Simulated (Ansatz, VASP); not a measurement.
## One calculation of MgB2, two programs

Contents of INCAR:

```
SYSTEM = MgB2
ALGO = Normal
EDIFF = 1E-8
ENCUT = 520
GGA = CA
ISIF = 2
ISMEAR = -1
LASPH = .TRUE.
LCHARG = .FALSE.
LEFG = .TRUE.
LREAL = .FALSE.
LWAVE = .FALSE.
NBANDS = 11
NELM = 60
PREC = Accurate
SIGMA = 0.05
```

File KPOINTS:

```
k-points
0
G
  15 15 12
  0 0 0
```

POSCAR

```
MgB2
1.0
    3.1054317692      0.0000000000      0.0000000000
   -1.5527158846      2.6893828019      0.0000000000
    0.0000000000      0.0000000000      3.5463318058
Mg B
1 2
Direct
    0.0000000000      0.0000000000      0.0000000000
    0.3333333333      0.6666666667      0.5000000000
    0.6666666667      0.3333333333      0.5000000000
```

Input for Ansatz:

```yaml
crystal:
  lattice:
    - [3.1054317692, 0.0, 0.0]
    - [-1.5527158846, 2.6893828019, 0.0]
    - [0.0, 0.0, 3.5463318058]
  atoms:
    - { symbol: Mg, position: [0.0, 0.0, 0.0] }
    - { symbol: B, position: [0.3333333333, 0.6666666667, 0.5] }
    - { symbol: B, position: [0.6666666667, 0.3333333333, 0.5] }
kpoints:
  mp_grid: { grid: [15, 15, 12] }
scf:
  occupations: { method: fermi_dirac, width: 0.05 }
hamiltonian:
  xc: lda
  pseudopotentials: { kind: all_electron, datasets: crystal }
output:
  forces: true
  stress: true
  eigenvalues: true
  efg: { contact_densities: true }
```

Change from the starting cell: volume scaled by 1.02, crystal datasets.

Alike in both runs: task electric field gradients; functional LDA; k mesh 15 × 15 × 12; occupations fermi-dirac, width 0.05 eV; no spin polarisation.

|  | VASP | Ansatz |
| --- | --- | --- |
| version | VASP 6.6.1 | Ansatz 0.2.0 |
| potentials or method | VASP PAW LDA potentials, release 64 (Mg, B), cutoff 520 eV | all-electron PAW with datasets made for the crystal, scalar-relativistic |

VASP gave:

```
pressure (GPa)                                                : -10.8
traceless stress, the component that is largest in VASP (GPa) : 2.32
size of Vzz on the site where it differs most (V/Å²)          : 0.6
```

**Question.** What did Ansatz give for the same quantities?

**Answer.** Pressure (GPa): -10.2; traceless stress, the component that is largest in VASP (GPa): 2.43; size of Vzz on the site where it differs most (V/Å²): 2.7.

LDA's correlation is that of Perdew and Zunger in VASP and of Perdew and Wang (1992) in Ansatz. Ansatz ran all-electron here, and VASP with PAW potentials.
